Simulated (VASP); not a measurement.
# SnSe2 (P-3m1) in VASP: a series of runs

The runs below take SnSe2 through single point, with PBEsol.

All numbers are computed with VASP 6.6.1; they aren't measurements. Logs are shortened: lines on timing, memory, paths and dates and some standing lists are left out, and cuts for length are marked.

### Step 1. The cell of the first run

The structure is trigonal, space group P-3m1 (No. 164). The conventional cell has a = 3.679 Å, b = 3.679 Å, c = 5.924 Å, α = 90.00°, β = 90.00°, γ = 120.00°. Within 3.4 Å of Sn (site symmetry -3m) lie 6 Se at 2.59 Å. Within 3.4 Å of Se (site symmetry 3m) lie 3 Sn at 2.59 Å.

### Step 2. Single point, PBEsol

INCAR

```
SYSTEM = SnSe2
  PREC = Accurate
  ENCUT = 500
  EDIFF = 1E-6
  ISMEAR = 0
  SIGMA = 0.01
  LREAL = .False.
  LASPH = .True.
  NELM = 120
  ALGO = Normal
  ISIF = 2
  LWAVE = .False.
  LCHARG = .False.
  GGA = PS
  NBANDS = 20
  GGA_COMPAT = .False.
```

KPOINTS

```
regular mesh
0
Gamma
  6 6 4
  0 0 0
```

POSCAR

```
SnSe2
1.0
    3.6794800447      0.0000000000      0.0000000000
   -1.8397400224      3.1865233712      0.0000000000
    0.0000000000      0.0000000000      5.9242428639
Sn Se
1 2
Direct
    0.0000000000      0.0000000000      0.0000000000
    0.3333333333      0.6666666667      0.2490000000
    0.6666666667      0.3333333333      0.7510000000
```

Potentials or basis: VASP PAW PBE potentials, release 64 (Sn_d, Se).

The run is started by

```sh
$ cat potpaw_PBE.64/Sn_d/POTCAR potpaw_PBE.64/Se/POTCAR > POTCAR
$ mpirun -np 1 vasp_std > vasp.out
```

OUTCAR:

```text
SYSTEM = SnSe2
   PREC = Accurate
   ENCUT = 500
   EDIFF = 1E-6
   ISMEAR = 0
   LREAL = .False.
   LASPH = .True.
   NELM = 120
   ISIF = 2
   GGA = PS

 ion  position               nearest neighbor table
   1  0.000  0.000  0.000-   2 2.59   3 2.59   3 2.59   2 2.59   3 2.59   2 2.59
   2  0.333  0.667  0.249-   1 2.59   1 2.59   1 2.59
   3  0.667  0.333  0.751-   1 2.59   1 2.59   1 2.59

  LATTYP: Found a hexagonal cell.
 ALAT       =     3.6794800447
 C/A-ratio  =     1.6100760955

  Lattice vectors:

 A1 = (   3.6794800447,   0.0000000000,   0.0000000000)
 A2 = (  -1.8397400224,   3.1865233712,   0.0000000000)
 A3 = (   0.0000000000,   0.0000000000,   5.9242428639)

Analysis of symmetry for initial positions (statically):
=====================================================================
 Subroutine PRICEL returns:
 Original cell was already a primitive cell.

 Routine SETGRP: Setting up the symmetry group for a
 hexagonal supercell.

 Subroutine GETGRP returns: Found 12 space group operations
 (whereof 12 operations were pure point group operations)
 out of a pool of 24 trial point group operations.

The static configuration has the point symmetry D_3d.

Analysis of symmetry for dynamics (positions and initial velocities):
=====================================================================
 Subroutine PRICEL returns:
 Original cell was already a primitive cell.

 Routine SETGRP: Setting up the symmetry group for a
 hexagonal supercell.

 Subroutine GETGRP returns: Found 12 space group operations
 (whereof 12 operations were pure point group operations)
 out of a pool of 24 trial point group operations.

The dynamic configuration has the point symmetry D_3d.

 Subroutine INISYM returns: Found 12 space group operations
 (whereof 12 operations are pure point group operations),
 and found     1 'primitive' translations

----------------------------------------------------------------------------------------

                                     Primitive cell

  volume of cell :      69.4603

  direct lattice vectors                    reciprocal lattice vectors
     3.679480045  0.000000000  0.000000000     0.271777530  0.156910822  0.000000000
    -1.839740022  3.186523371  0.000000000     0.000000000  0.313821643  0.000000000
     0.000000000  0.000000000  5.924242864     0.000000000  0.000000000  0.168797941

  length of vectors
     3.679480045  3.679480200  5.924242864     0.313821656  0.313821643  0.168797941

  position of ions in fractional coordinates (direct lattice)
     0.000000000  0.000000000  0.000000000
     0.333333333  0.666666667  0.249000000
     0.666666667  0.333333333  0.751000000

  ion indices of the primitive-cell ions
   primitive index   ion index
                 1           1
                 2           2
                 3           3

----------------------------------------------------------------------------------------

 KPOINTS: regular mesh

Automatic generation of k-mesh.
 Grid dimensions read from file:
 generate k-points for:    6    6    4

 Generating k-lattice:

  Cartesian coordinates                     Fractional coordinates (reciprocal lattice)
     0.045296255  0.026151804  0.000000000     0.166666667  0.000000000  0.000000000
     0.000000000  0.052303607  0.000000000     0.000000000  0.166666667  0.000000000
     0.000000000  0.000000000  0.042199485     0.000000000  0.000000000  0.250000000

  Length of vectors
     0.052303609  0.052303607  0.042199485

  Shift w.r.t. Gamma in fractional coordinates (k-lattice)
     0.000000000  0.000000000  0.000000000

 Subroutine IBZKPT returns following result:
 ===========================================

 Found     24 irreducible k-points:

 Following reciprocal coordinates:
            Coordinates               Weight
  0.000000  0.000000  0.000000      1.000000
  0.166667 -0.000000  0.000000      6.000000
  0.333333 -0.000000  0.000000      6.000000
  0.500000 -0.000000  0.000000      3.000000
  0.166667  0.166667  0.000000      6.000000
  0.333333  0.166667  0.000000     12.000000
[... 16 lines left out ...]
  0.333333  0.166667  0.500000     12.000000
  0.333333  0.333333  0.500000      2.000000
   k-points           NKPTS =     24   k-points in BZ     NKDIM =     24   number of bands    NBANDS=     20
   number of dos      NEDOS =    301   number of ions     NIONS =      3
   total plane-waves  NPLWV =  37632
   dimension x,y,z NGX =    28 NGY =   28 NGZ =   48
   dimension x,y,z NGXF=    56 NGYF=   56 NGZF=   96
   ions per type =               1   2
   NGX,Y,Z   is equivalent  to a cutoff of  12.65, 12.65, 13.47 a.u.
   NGXF,Y,Z  is equivalent  to a cutoff of  25.30, 25.30, 26.94 a.u.
 SYSTEM =  SnSe2
   PREC   = accura    normal or accurate (medium, high low for compatibility)
   ISTART =      0    job   : 0-new  1-cont  2-samecut
   ICHARG =      2    charge: 1-file 2-atom 10-const
   ISPIN  =      1    spin polarized calculation?
   LNONCOLLINEAR =      F non collinear calculations
   LSORBIT =      F    spin-orbit coupling
   LASPH  =      T    aspherical Exc in radial PAW
   ENCUT  =  500.0 eV  36.75 Ry    6.06 a.u.   6.71  6.71 10.80*2*pi/ulx,y,z
   NELM   =    120;   NELMIN=  2; NELMDL= -5     # of ELM steps
   EDIFF  = 0.1E-05   stopping-criterion for ELM
   LREAL  =      F    real-space projection
   EDIFFG = 0.1E-04   stopping-criterion for IOM
   NSW    =      0    number of steps for IOM
   IBRION =     -1    ionic relax: 0-MD 1-quasi-New 2-CG
   NFREE  =      0    steps in history (QN), initial steepest desc. (CG)
   ISIF   =      2    stress and relaxation
   ISYM   =      2    0-nonsym 1-usesym 2-fastsym
   POTIM  = 0.5000    time-step for ionic-motion
   TEBEG  =    0.0;   TEEND  =   0.0 temperature during run
   PSTRESS=    0.0 pullay stress
   NELECT =      26.0000    total number of electrons
   NUPDOWN=      -1.0000    fix difference up-down
   EMIN   =  10.00;   EMAX   =-10.00  energy-range for DOS
   EFERMI =   0.00;   METHOD = LEGACY
   ISMEAR =     0;   SIGMA  =   0.01  broadening in eV -4-tet -1-fermi 0-gaus
   EFERMI_NEDOS =   21; number of points for ismear=-14 and -15
   IALGO  =     38    algorithm
   IMIX   =      4    mixing-type and parameters
     AMIX     =   0.40;   BMIX     =  1.00
     AMIX_MAG =   1.60;   BMIX_MAG =  1.00
  volume/ion in A,a.u.               =      23.15       156.25
  Fermi-wavevector in a.u.,A,eV,Ry     =   1.179833  2.229561 18.939385  1.392005
  Thomas-Fermi vector in A             =   2.316136
   LORBIT       =      0    0 simple, 1 ext, 2 COOP (PROOUT), +10 PAW based schemes
   GGA     = PS    functional components
   LHFCALC =     F    Hartree Fock is set to
   AEXX    =    0.0000 exact exchange contribution
   IVDW    =     0    specifies the selected vdW correction
   LEPSILON=     F    determine dielectric tensor
   LRPA    =     F    only Hartree local field effects (RPA)
 non-spin polarized calculation
 Gauss-broadening in eV      SIGMA  =   0.01
  energy-cutoff  :      500.00
  volume of cell :       69.46
 maximum number of plane-waves:      1785
 NGX is ok and might be reduce to    28
   NGX = 13   NGY = 13   NGZ = 21

 number of electron      26.0000004 magnetization

 Free energy of the ion-electron system (eV)
  ---------------------------------------------------
  ext. energy  EPLUGINS =         0.00000000
  ---------------------------------------------------
  free energy    TOTEN  =       -12.57751622 eV

  energy without entropy =      -12.57751622  energy(sigma->0) =      -12.57751622

 E-fermi :   5.3586     XC(G=0): -10.1204

 val. band max:        5.2909009930   @ k =   0.0000   0.0000   0.0000
 cond. band min:       6.0926230356   @ k =   0.5000  -0.0000   0.2500
 fundamental gap:      0.8017220427
 Fermi energy:         5.3586367044

 k-point     1 :       0.0000    0.0000    0.0000
  band No.  band energies     occupation
      1     -16.0990      2.00000
      2     -16.0990      2.00000
      3     -16.0369      2.00000
      4     -16.0116      2.00000
      5     -16.0116      2.00000
      6      -9.6379      2.00000
[... 12 lines left out ...]
     19      14.2512      0.00000
     20      14.2512      0.00000

 k-point     2 :       0.1667   -0.0000    0.0000
  band No.  band energies     occupation
      1     -16.1225      2.00000
      2     -16.0862      2.00000
      3     -16.0274      2.00000
      4     -16.0174      2.00000
      5     -16.0075      2.00000
      6      -9.3135      2.00000
[... 12 lines left out ...]
     19      13.4286      0.00000
     20      14.4601      0.00000

 k-point     3 :       0.3333   -0.0000    0.0000
  band No.  band energies     occupation
      1     -16.1740      2.00000
      2     -16.0714      2.00000
      3     -16.0407      2.00000
      4     -15.9921      2.00000
      5     -15.9882      2.00000
      6      -8.4179      2.00000
[... 12 lines left out ...]
     19      14.3433      0.00000
     20      15.1730      0.00000

 k-point     4 :       0.5000   -0.0000    0.0000
  band No.  band energies     occupation
      1     -16.2004      2.00000
      2     -16.0690      2.00000
      3     -16.0484      2.00000
      4     -15.9777      2.00000
      5     -15.9733      2.00000
      6      -7.5795      2.00000
[... 12 lines left out ...]
     19      15.6676      0.00000
     20      16.0330      0.00000

 k-point     5 :       0.1667    0.1667    0.0000
  band No.  band energies     occupation
      1     -16.1500      2.00000
      2     -16.0846      2.00000
      3     -16.0278      2.00000
      4     -16.0146      2.00000
      5     -15.9887      2.00000
      6      -8.6958      2.00000
[... 12 lines left out ...]
     19      12.0930      0.00000
     20      15.6666      0.00000
[... 353 lines left out ...]
      6      -7.4617      2.00000
[... 12 lines left out ...]
     19      15.3688      0.00000
     20      16.4881      0.00000

 k-point    22 :       0.1667    0.1667    0.5000
  band No.  band energies     occupation
      1     -16.1503      2.00000
      2     -16.0846      2.00000
      3     -16.0279      2.00000
      4     -16.0144      2.00000
      5     -15.9886      2.00000
      6      -8.5161      2.00000
[... 12 lines left out ...]
     19      13.2588      0.00000
     20      14.4389      0.00000

 k-point    23 :       0.3333    0.1667    0.5000
  band No.  band energies     occupation
      1     -16.1762      2.00000
      2     -16.0902      2.00000
      3     -16.0344      2.00000
      4     -15.9938      2.00000
      5     -15.9762      2.00000
      6      -7.5545      2.00000
[... 12 lines left out ...]
     19      13.6134      0.00000
     20      14.9838      0.00000

 k-point    24 :       0.3333    0.3333    0.5000
  band No.  band energies     occupation
      1     -16.1373      2.00000
      2     -16.1373      2.00000
      3     -16.0078      2.00000
      4     -16.0078      2.00000
      5     -15.9834      2.00000
      6      -6.9201      2.00000
[... 12 lines left out ...]
     19      14.2111      0.00000
     20      14.3983      0.00000

------------------------ aborting loop because EDIFF is reached ----------------------------------------

  FORCE on cell =-STRESS in cart. coord.  units (eV):
  Direction    XX          YY          ZZ          XY          YZ          ZX
  --------------------------------------------------------------------------------------
  -------------------------------------------------------------------------------------
  Total        5.4545995      5.4546001      6.0019581     -0.0000000      0.0000000     -0.0000000
  in kB      125.8163371    125.8163513    138.4417651     -0.0000000      0.0000000     -0.0000000
  external PRESSURE =     130.0248178 kB  Pullay stress =       0.0000000 kB

 VOLUME and BASIS-vectors are now :
 -----------------------------------------------------------------------------
  energy-cutoff  :      500.00
  volume of cell :       69.46
      direct lattice vectors                 reciprocal lattice vectors
     3.679480045  0.000000000  0.000000000     0.271777530  0.156910822  0.000000000
    -1.839740022  3.186523371  0.000000000     0.000000000  0.313821643  0.000000000
     0.000000000  0.000000000  5.924242864     0.000000000  0.000000000  0.168797941

 POSITION                                       TOTAL-FORCE (eV/Angst)
 -----------------------------------------------------------------------------------
      0.00000      0.00000      0.00000        -0.000000      0.000000      0.000000
     -0.00000      2.12435      1.47514        -0.000000      0.000000      1.847008
      1.83974      1.06217      4.44911         0.000000     -0.000000     -1.847008
 -----------------------------------------------------------------------------------
    total drift:                                0.000000      0.000000     -0.000000

  FREE ENERGIE OF THE ION-ELECTRON SYSTEM (eV)
  ---------------------------------------------------
  free  energy   TOTEN  =       -12.5775162163 eV

  energy  without entropy=      -12.5775162163  energy(sigma->0) =      -12.57751622
```

Wall time 35 s (1 thread of Intel Xeon 8259CL, shared host); peak memory 0.19 GiB.

Results:

- Free energy: -12.5775 eV
- Pressure: 13.0 GPa
- Largest force: 1.847 eV/Å
- Band gap on the k mesh: 0.80 eV (least direct gap 1.42 eV)

Forces in eV/Å, atoms in the order of the input:
```
Sn   0.000  0.000  0.000
Se   0.000  0.000  1.847
Se   0.000  0.000 -1.847
```

Levels at points of the mesh, in eV from the valence-band top:
| k point | band 10 | band 11 | band 12 | band 13 | band 14 | band 15 | band 16 | band 17 |
| --- | --- | --- | --- | --- | --- | --- | --- | --- |
| (0.00, 0.00, 0.00) | -0.86 | -0.48 | -0.48 | 0.00 | 1.52 | 2.84 | 4.74 | 4.74 |
| (0.50, 0.00, 0.00) | -3.41 | -3.16 | -1.52 | -0.38 | 1.16 | 3.74 | 5.22 | 5.63 |
| (0.00, 0.00, 0.50) | -0.96 | -0.96 | -0.30 | -0.30 | 2.89 | 2.92 | 4.40 | 4.40 |
| (0.50, 0.00, 0.50) | -2.97 | -2.26 | -1.07 | -0.85 | 0.94 | 4.13 | 4.68 | 5.53 |

Caveat: the cell stands under pressure; the PAW data sets were made with another functional, which shifts forces and pressure a little; spin-orbit coupling is left out, which moves the levels of the heavy elements; this functional lacks dispersion, which binds the layers, so the pressure and a relaxed spacing across them are unreliable. A k mesh can miss the band edges.

### Step 3. Single point, PBEsol

This run uses another cell than the first one, of 23.80 Å³/atom.

INCAR

```
  ALGO = Normal
  EDIFF = 1E-6
  ENCUT = 500
  GGA = PS
  GGA_COMPAT = False
  ISIF = 2
  ISMEAR = 0
  LASPH = True
  LCHARG = False
  LREAL = False
  LWAVE = False
  NBANDS = 20
  NELM = 120
  PREC = Accurate
  SIGMA = 0.01
```

KPOINTS

```
k-points
0
Gamma
  6 6 4
```

POSCAR

```
SnSe2
1.0
    3.7132386281      0.0000000000      0.0000000000
   -1.8566193140      3.2157591636      0.0000000000
    0.0000000000      0.0000000000      5.9785967520
Sn Se
1 2
Direct
    0.0000000000      0.0000000000      0.0000000000
    0.3333333333      0.6666666667      0.2490000000
    0.6666666667      0.3333333333      0.7510000000
```

Potentials or basis: VASP PAW PBE potentials, release 64 (Sn_d, Se).

The run is started by

```sh
$ cat potpaw_PBE.64/Sn_d/POTCAR potpaw_PBE.64/Se/POTCAR > POTCAR
$ mpirun -np 1 vasp_std > vasp.out
```

It took 42 s on 1 thread of Intel Xeon 8259CL, shared host; peak memory 0.19 GiB.

It converged, with:

```
Free energy            : -12.7150 eV
Pressure               : 9.9 GPa
Largest force          : 1.490 eV/Å
Band gap on the k mesh : 0.79 eV (least direct gap 1.37 eV)
```

Forces on the atoms (eV/Å):
```
Sn   0.000  0.000  0.000
Se   0.000  0.000  1.490
Se   0.000  0.000 -1.490
```

Stress tensor (GPa, compression positive):
```
 9.39  0.00  0.00
 0.00  9.39  0.00
 0.00  0.00 10.80
```

Levels at points of the mesh, in eV from the valence-band top:
```
           k point  band 11  band 12  band 13  band 14  band 15  band 16
(0.00, 0.00, 0.00)    -0.46    -0.46     0.00     1.37     2.84     4.70
(0.50, 0.00, 0.00)    -3.04    -1.44    -0.36     1.15     3.73     5.25
(0.00, 0.00, 0.50)    -0.92    -0.29    -0.29     2.75     2.89     4.38
(0.50, 0.00, 0.50)    -2.20    -1.01    -0.81     0.91     4.14     4.71
```

Caveat: the cell stands under pressure; the PAW data sets were made with another functional, which shifts forces and pressure a little; spin-orbit coupling is left out, which moves the levels of the heavy elements; this functional lacks dispersion, which binds the layers, so the pressure and a relaxed spacing across them are unreliable. A k mesh can miss the band edges.

### Step 4. Single point, PBEsol

This run uses another cell than the first one, of 24.44 Å³/atom.

INCAR

```
  ALGO = Normal
  EDIFF = 1E-6
  ENCUT = 500
  GGA = PS
  GGA_COMPAT = F
  ISIF = 2
  ISMEAR = 0
  LASPH = T
  LCHARG = T
  LELF = T
  LREAL = F
  LVHAR = T
  LWAVE = F
  NBANDS = 20
  NELM = 120
  PREC = Accurate
  SIGMA = 0.01
```

KPOINTS is that of step 3.

POSCAR

```
SnSe2
1.0
    3.7463942988      0.0000000000      0.0000000000
   -1.8731971494      3.2444728183      0.0000000000
    0.0000000000      0.0000000000      6.0319799048
Sn Se
1 2
Direct
    0.0000000000      0.0000000000      0.0000000000
    0.3333333333      0.6666666667      0.2490000000
    0.6666666667      0.3333333333      0.7510000000
```

The run is started by

```sh
$ cat potpaw_PBE.64/Sn_d/POTCAR potpaw_PBE.64/Se/POTCAR > POTCAR
$ mpirun -np 1 vasp_std > vasp.out
```

It took 57 s on 1 thread of Intel Xeon 8259CL, shared host; peak memory 0.19 GiB.

The run converged. Its results:

- Free energy: -12.8171 eV
- Pressure: 7.1 GPa
- Largest force: 1.168 eV/Å
- Band gap on the k mesh: 0.77 eV (least direct gap 1.23 eV)

Forces in eV/Å, atoms in the order of the input:
```
Sn   0.000  0.000  0.000
Se   0.000  0.000  1.168
Se   0.000  0.000 -1.168
```

Stress tensor (GPa, compression positive):
```
6.61 0.00 0.00
0.00 6.61 0.00
0.00 0.00 8.15
```

Levels at points of the mesh, in eV from the valence-band top:
| k point | band 10 | band 11 | band 12 | band 13 | band 14 | band 15 | band 16 | band 17 |
| --- | --- | --- | --- | --- | --- | --- | --- | --- |
| (0.00, 0.00, 0.00) | -0.78 | -0.44 | -0.44 | 0.00 | 1.23 | 2.84 | 4.66 | 4.66 |
| (0.50, 0.00, 0.00) | -3.16 | -2.92 | -1.37 | -0.34 | 1.13 | 3.71 | 5.27 | 5.53 |
| (0.00, 0.00, 0.50) | -0.87 | -0.87 | -0.27 | -0.27 | 2.62 | 2.86 | 4.36 | 4.36 |
| (0.50, 0.00, 0.50) | -2.75 | -2.13 | -0.96 | -0.77 | 0.87 | 4.15 | 4.73 | 5.64 |

Caveat: the cell stands under pressure; the PAW data sets were made with another functional, which shifts forces and pressure a little; spin-orbit coupling is left out, which moves the levels of the heavy elements; this functional lacks dispersion, which binds the layers, so the pressure and a relaxed spacing across them are unreliable.

[end of part 1 of 2]
